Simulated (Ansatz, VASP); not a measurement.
La2HfO2 in VASP and in Ansatz

```
La Hf O
1.0
     3.96514    0.00000    0.00000
    -1.98257    3.43391    0.00000
     0.00000    0.00000    9.19194
La Hf O
2 1 2
Direct
  0.00000 0.00000 0.70335
  0.00000 0.00000 0.29665
  0.33333 0.66667 0.00000
  0.33333 0.66667 0.77434
  0.33333 0.66667 0.22566
```

Alike in both runs: task relaxation of cell and atoms; functional PBE; k mesh 12 × 12 × 4; occupations gaussian, width 0.1 eV; no spin polarisation.

|  | VASP | Ansatz |
| --- | --- | --- |
| version | VASP 6.6.1 | Ansatz 0.2.0 |
| potentials or method | VASP PAW PBE potentials, release 64 (La, Hf_pv, O), cutoff 600 eV | scalar-relativistic, plane waves, PAW |
| valence electrons in the cell | 44 | 60 |

Ansatz gave:

* gap on the k mesh at the Fermi level, each at its own relaxed structure (eV): none
* relaxed volume (Å³/atom): 25.17
* relaxed length of the cell vector where the two differ most in proportion (Å): 9.209

Q: What did VASP give for the same quantities?

A: gap on the k mesh at the Fermi level, each at its own relaxed structure (eV): none; relaxed volume (Å³/atom): 25.04; relaxed length of the cell vector where the two differ most in proportion (Å): 9.185.

A gap of «none» marks a metal or a gap that the smearing closes. VASP's potentials hold 44 valence electrons a cell and Ansatz's 60, so a difference there can come from the potentials and not from the codes.

Neither program's run includes spin-orbit coupling.
